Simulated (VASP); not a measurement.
Set up this calculation in VASP 6.6.1, as the native input.

```yaml
Task: single point
Functional: RPBE
Potentials_or_basis: VASP PAW PBE potentials, release 64 (Ti_sv, Al)
Cutoff: 520 eV
k_mesh: 6 × 6 × 6
Occupations: gaussian, width 0.1 eV
Spin: no spin polarisation
Dipole_correction: no
Further_INCAR_settings: ALGO = Normal; EDIFF = 1e-06; NBANDS = 18
```

The structure of TiAl3 (drp) lies in POSCAR:

```
TiAl3
1.0
   -1.9111067700      1.9111067700      4.2806687900
    1.9111067700     -1.9111067700      4.2806687900
    1.9111067700      1.9111067700     -4.2806687900
Ti Al
1 3
Direct
    0.0000000000      0.0000000000      0.0000000000
    0.5000000000      0.5000000000      0.0000000000
    0.7500000000      0.2500000000      0.5000000000
    0.2500000000      0.7500000000      0.5000000000
```

The input as run:

INCAR

```
PREC = Accurate ; ENCUT = 520
EDIFF = 1E-6 ; ISMEAR = 0
SIGMA = 0.1 ; LREAL = False
LASPH = True ; NELM = 60
ALGO = Normal ; ISIF = 2
LWAVE = False ; LCHARG = False
GGA = RP ; NBANDS = 18
```

KPOINTS

```
Automatic mesh
0
Gamma
  6 6 6
```

Potentials or basis: VASP PAW PBE potentials, release 64 (Ti_sv, Al).

The run is started by

```sh
$ cat potpaw_PBE.64/Ti_sv/POTCAR potpaw_PBE.64/Al/POTCAR > POTCAR
$ mpirun -np 1 vasp_std > vasp.out
```

Results of the run:

```
Pressure : 4.2 GPa
```

Caveat: the k points lie up to 0.39 Å⁻¹ apart; the PAW data sets were made with another functional, which shifts forces and pressure a little.

Run time: 18 s on 1 thread of Intel(R) Xeon(R) 6975P-C (Granite Rapids), with other jobs on the host, peak memory 0.24 GiB.
